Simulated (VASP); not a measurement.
# PtSe2 in VASP: single point with PBE+D3(BJ)

Aim: the single point of PtSe2 with PBE+D3(BJ).

Program: VASP 6.6.1. These are calculated values, not measurements. Logs are shortened: lines on timing, memory, paths and dates and some standing lists are left out, and cuts for length are marked.

## (1) The cell of the first run

The cell holds a slab with vacuum, 6 atoms: a = 3.707 Å, b = 3.707 Å, c = 22.798 Å, α = 90.00°, β = 90.00°, γ = 120.00°.

## (2) Single point, PBE+D3(BJ)

Input file INCAR:

```
SYSTEM = PtSe2
ALGO = Normal
DIPOL = 0.5 0.5 0.391
EDIFF = 1E-6
ENCUT = 520
GGA = PE
IDIPOL = 3
ISIF = 2
ISMEAR = 0
IVDW = 12
LASPH = .TRUE.
LCHARG = .FALSE.
LDIPOL = .TRUE.
LREAL = .FALSE.
LWAVE = .FALSE.
NBANDS = 31
NELM = 80
PREC = Accurate
SIGMA = 0.05
```

Input file KPOINTS:

```
k-points
0
G
  9 9 1
  0 0 0
```

Input file POSCAR:

```
PtSe2
1.0
    3.7070358307      0.0000000000      0.0000000000
   -1.8535179153      3.2103872021      0.0000000000
    0.0000000000      0.0000000000     22.7981611688
Se Pt
4 2
Direct
    0.6666666667      0.3333333333      0.1973843402
    0.3333333333      0.6666666667      0.3135814565
    0.5000000000      1.0000000000      0.4675412418
    0.8333333333      0.6666666667      0.5837383581
    0.0000000000      0.0000000000      0.2554828983
    1.1666666667      1.3333333333      0.5256398000
```

Potentials or basis: VASP PAW PBE potentials, release 64 (Se, Pt).

On the command line:

```
> cat potpaw_PBE.64/Se/POTCAR potpaw_PBE.64/Pt/POTCAR > POTCAR
> mpirun -np 1 vasp_std > vasp.out
```

OUTCAR:

```text
SYSTEM = PtSe2
   EDIFF = 1E-6
   ENCUT = 520
   GGA = PE
   ISIF = 2
   ISMEAR = 0
   IVDW = 12
   LASPH = .TRUE.
   LREAL = .FALSE.
   NELM = 80
   PREC = Accurate
 IVDW          = 12

 ion  position               nearest neighbor table
   1  0.667  0.333  0.197-   5 2.52   5 2.52   5 2.52
   2  0.333  0.667  0.314-   5 2.52   5 2.52   5 2.52
   3  0.500  0.000  0.468-   6 2.52   6 2.52   6 2.52
   4  0.833  0.667  0.584-   6 2.52   6 2.52   6 2.52
   5  0.000  0.000  0.255-   1 2.52   1 2.52   1 2.52   2 2.52   2 2.52   2 2.52
   6  0.167  0.333  0.526-   4 2.52   4 2.52   4 2.52   3 2.52   3 2.52   3 2.52

  LATTYP: Found a hexagonal cell.
 ALAT       =     3.7070358307
 C/A-ratio  =     6.1499705452

  Lattice vectors:

 A1 = (   3.7070358307,   0.0000000000,   0.0000000000)
 A2 = (  -1.8535179153,   3.2103872021,   0.0000000000)
 A3 = (   0.0000000000,   0.0000000000,  22.7981611688)

Analysis of symmetry for initial positions (statically):
=====================================================================
 Subroutine PRICEL returns:
 Original cell was already a primitive cell.

 Routine SETGRP: Setting up the symmetry group for a
 hexagonal supercell.

 Subroutine GETGRP returns: Found  2 space group operations
 (whereof  2 operations were pure point group operations)
 out of a pool of 24 trial point group operations.

The static configuration has the point symmetry C_1h.

Analysis of symmetry for dynamics (positions and initial velocities):
=====================================================================
 Subroutine PRICEL returns:
 Original cell was already a primitive cell.

 Routine SETGRP: Setting up the symmetry group for a
 hexagonal supercell.

 Subroutine GETGRP returns: Found  2 space group operations
 (whereof  2 operations were pure point group operations)
 out of a pool of 24 trial point group operations.

The dynamic configuration has the point symmetry C_1h.

 Subroutine INISYM returns: Found  2 space group operations
 (whereof  2 operations are pure point group operations),
 and found     1 'primitive' translations

----------------------------------------------------------------------------------------

                                     Primitive cell

  volume of cell :     271.3214

  direct lattice vectors                    reciprocal lattice vectors
     3.707035831  0.000000000  0.000000000     0.269757306  0.155744453  0.000000000
    -1.853517915  3.210387202  0.000000000     0.000000000  0.311488907  0.000000000
     0.000000000  0.000000000 22.798161169     0.000000000  0.000000000  0.043863187

  length of vectors
     3.707035831  3.707035831 22.798161169     0.311488907  0.311488907  0.043863187

  position of ions in fractional coordinates (direct lattice)
     0.666666667  0.333333333  0.197384340
     0.333333333  0.666666667  0.313581457
     0.500000000  0.000000000  0.467541242
     0.833333333  0.666666667  0.583738358
     0.000000000  0.000000000  0.255482898
     0.166666667  0.333333333  0.525639800

  ion indices of the primitive-cell ions
   primitive index   ion index
                 1           1
                 2           2
                 3           3
                 4           4
                 5           5
                 6           6

----------------------------------------------------------------------------------------

 KPOINTS: k-points

Automatic generation of k-mesh.
 Grid dimensions read from file:
 generate k-points for:    9    9    1

 Generating k-lattice:

  Cartesian coordinates                     Fractional coordinates (reciprocal lattice)
     0.029973034  0.017304939  0.000000000     0.111111111  0.000000000  0.000000000
     0.000000000  0.034609879  0.000000000     0.000000000  0.111111111  0.000000000
     0.000000000  0.000000000  0.043863187     0.000000000  0.000000000  1.000000000

  Length of vectors
     0.034609879  0.034609879  0.043863187

  Shift w.r.t. Gamma in fractional coordinates (k-lattice)
     0.000000000  0.000000000  0.000000000

 Subroutine IBZKPT returns following result:
 ===========================================

 Found     25 irreducible k-points:

 Following reciprocal coordinates:
            Coordinates               Weight
  0.000000  0.000000  0.000000      1.000000
  0.111111  0.000000  0.000000      4.000000
  0.000000  0.111111  0.000000      2.000000
  0.222222 -0.000000  0.000000      4.000000
  0.000000  0.222222  0.000000      2.000000
  0.333333  0.000000  0.000000      4.000000
[... 16 lines left out ...]
 -0.222222 -0.444444  0.000000      4.000000
  0.444444  0.333333  0.000000      4.000000
   k-points           NKPTS =     25   k-points in BZ     NKDIM =     25   number of bands    NBANDS=     31
   number of dos      NEDOS =    301   number of ions     NIONS =      6
   total plane-waves  NPLWV = 141120
   dimension x,y,z NGX =    28 NGY =   28 NGZ =  180
   dimension x,y,z NGXF=    56 NGYF=   56 NGZF=  360
   ions per type =               4   2
   NGX,Y,Z   is equivalent  to a cutoff of  12.56, 12.56, 13.13 a.u.
   NGXF,Y,Z  is equivalent  to a cutoff of  25.11, 25.11, 26.25 a.u.
 SYSTEM =  PtSe2
   PREC   = accura    normal or accurate (medium, high low for compatibility)
   ISTART =      0    job   : 0-new  1-cont  2-samecut
   ICHARG =      2    charge: 1-file 2-atom 10-const
   ISPIN  =      1    spin polarized calculation?
   LNONCOLLINEAR =      F non collinear calculations
   LSORBIT =      F    spin-orbit coupling
   LASPH  =      T    aspherical Exc in radial PAW
   ENCUT  =  520.0 eV  38.22 Ry    6.18 a.u.   6.89  6.89 42.39*2*pi/ulx,y,z
   NELM   =     80;   NELMIN=  2; NELMDL= -5     # of ELM steps
   EDIFF  = 0.1E-05   stopping-criterion for ELM
   LREAL  =      F    real-space projection
   EDIFFG = 0.1E-04   stopping-criterion for IOM
   NSW    =      0    number of steps for IOM
   IBRION =     -1    ionic relax: 0-MD 1-quasi-New 2-CG
   NFREE  =      0    steps in history (QN), initial steepest desc. (CG)
   ISIF   =      2    stress and relaxation
   ISYM   =      2    0-nonsym 1-usesym 2-fastsym
   POTIM  = 0.5000    time-step for ionic-motion
   TEBEG  =    0.0;   TEEND  =   0.0 temperature during run
   PSTRESS=    0.0 pullay stress
   NELECT =      44.0000    total number of electrons
   NUPDOWN=      -1.0000    fix difference up-down
   EMIN   =  10.00;   EMAX   =-10.00  energy-range for DOS
   EFERMI =   0.00;   METHOD = LEGACY
   ISMEAR =     0;   SIGMA  =   0.05  broadening in eV -4-tet -1-fermi 0-gaus
   EFERMI_NEDOS =   21; number of points for ismear=-14 and -15
   IALGO  =     38    algorithm
   IMIX   =      4    mixing-type and parameters
     AMIX     =   0.40;   BMIX     =  1.00
     AMIX_MAG =   1.60;   BMIX_MAG =  1.00
  volume/ion in A,a.u.               =      45.22       305.16
  Fermi-wavevector in a.u.,A,eV,Ry     =   0.892752  1.687058 10.843938  0.797007
  Thomas-Fermi vector in A             =   2.014742
   LORBIT       =      0    0 simple, 1 ext, 2 COOP (PROOUT), +10 PAW based schemes
   GGA     = PE    functional components
   LHFCALC =     F    Hartree Fock is set to
   AEXX    =    0.0000 exact exchange contribution
   IVDW    =    12    specifies the selected vdW correction
   LEPSILON=     F    determine dielectric tensor
   LRPA    =     F    only Hartree local field effects (RPA)
 non-spin polarized calculation
 Gauss-broadening in eV      SIGMA  =   0.05
  energy-cutoff  :      520.00
  volume of cell :      271.32
 maximum number of plane-waves:      7334
   NGX = 13   NGY = 13   NGZ = 85

 dipolmoment           0.000000      0.000000      0.000228 electrons x Angstroem

 number of electron      44.0000001 magnetization

 dipolmoment           0.000000      0.000000     -0.000594 electrons x Angstroem

 Free energy of the ion-electron system (eV)
  ---------------------------------------------------
  ext. energy  EPLUGINS =         0.00000000
  ---------------------------------------------------
  free energy    TOTEN  =       -28.55504807 eV

  energy without entropy =      -28.55504807  energy(sigma->0) =      -28.55504807

 E-fermi :  -0.1533     XC(G=0):  -5.5133

 val. band max:       -0.3928485450   @ k =  -0.2222   0.1111   0.0000
 cond. band min:       0.5294883848   @ k =   0.2222  -0.0000   0.0000
 fundamental gap:      0.9223369298
 Fermi energy:        -0.1533088413

 k-point     1 :       0.0000    0.0000    0.0000
  band No.  band energies     occupation
      1     -14.7600      2.00000
      2     -14.7049      2.00000
      3     -13.0246      2.00000
      4     -12.9144      2.00000
      5      -6.0115      2.00000
      6      -5.7786      2.00000
[... 23 lines left out ...]
     30       4.8999      0.00000
     31       4.9240      0.00000

 k-point     2 :       0.1111    0.0000    0.0000
  band No.  band energies     occupation
      1     -14.6279      2.00000
      2     -14.5724      2.00000
      3     -13.0270      2.00000
      4     -12.9232      2.00000
      5      -5.9122      2.00000
      6      -5.7937      2.00000
[... 23 lines left out ...]
     30       5.5386      0.00000
     31       5.6050      0.00000

 k-point     3 :       0.0000    0.1111    0.0000
  band No.  band energies     occupation
      1     -14.6277      2.00000
      2     -14.5726      2.00000
      3     -13.0266      2.00000
      4     -12.9236      2.00000
      5      -5.9131      2.00000
      6      -5.7944      2.00000
[... 703 lines left out ...]
     30       7.0249      0.00000
     31       7.3214      0.00000

 k-point    24 :       0.4444    0.3333    0.0000
  band No.  band energies     occupation
      1     -13.2219      2.00000
      2     -13.1584      2.00000
      3     -13.0764      2.00000
      4     -13.0311      2.00000
      5      -6.3063      2.00000
      6      -6.2636      2.00000
[... 23 lines left out ...]
     30       7.0616      0.00000
     31       7.2898      0.00000

 [... further k-points ...]

------------------------ aborting loop because EDIFF is reached ----------------------------------------

 vacuum level on the upper side and lower side of the slab       (xc-potential included)        -0.193        -0.185

 Edisp (eV)   -2.06196

 E8    (eV) :    -0.9139

  FORCE on cell =-STRESS in cart. coord.  units (eV):
  Direction    XX          YY          ZZ          XY          YZ          ZX
  --------------------------------------------------------------------------------------
  -------------------------------------------------------------------------------------
  Total      -0.15154    -0.06427    -0.48774    -0.00000     0.22924     0.00000
  in kB      -0.89487    -0.37953    -2.88014    -0.00000     1.35365     0.00000
  external pressure =       -1.38 kB  Pullay stress =        0.00 kB

 VOLUME and BASIS-vectors are now :
 -----------------------------------------------------------------------------
  energy-cutoff  :      520.00
  volume of cell :      271.32
      direct lattice vectors                 reciprocal lattice vectors
     3.707035831  0.000000000  0.000000000     0.269757306  0.155744453  0.000000000
    -1.853517915  3.210387202  0.000000000     0.000000000  0.311488907  0.000000000
     0.000000000  0.000000000 22.798161169     0.000000000  0.000000000  0.043863187

 POSITION                                       TOTAL-FORCE (eV/Angst)
 -----------------------------------------------------------------------------------
      1.85352      1.07013      4.50000        -0.000000     -0.024324     -0.006101
     -0.00000      2.14026      7.14908        -0.000000     -0.055874      0.029900
      1.85352      0.00000     10.65908         0.000000      0.051295     -0.034073
      1.85352      2.14026     13.30816         0.000000      0.015074      0.004609
      0.00000      0.00000      5.82454         0.000000      0.028598      0.063542
      0.00000      1.07013     11.98362        -0.000000     -0.014769     -0.057876
 -----------------------------------------------------------------------------------
    total drift:                               -0.000000      0.000172      0.000158

  FREE ENERGIE OF THE ION-ELECTRON SYSTEM (eV)
  ---------------------------------------------------
  free  energy   TOTEN  =       -30.6170112149 eV

  energy  without entropy=      -30.6170112149  energy(sigma->0) =      -30.61701121

 vacuum level on the upper side and lower side of the slab         4.866         4.875
```

It took 2.9 min on 1 thread of Intel Xeon 6975P-C (Granite Rapids), shared host; peak memory 0.47 GiB.

What came out:

```yaml
Free_energy: -30.6170 eV
Largest_force: 0.070 eV/Å
Band_gap_on_the_k_mesh: 0.92 eV, indirect (least direct gap 1.11 eV)
Dispersion_energy_per_atom: -0.344 eV
```

Forces in eV/Å, atoms in the order of the input:
```
Se   0.000 -0.024 -0.006
Se   0.000 -0.056  0.030
Se   0.000  0.051 -0.034
Se   0.000  0.015  0.005
Pt   0.000  0.029  0.064
Pt   0.000 -0.015 -0.058
```

Caveat: spin-orbit coupling is left out, which moves the levels of the heavy elements.
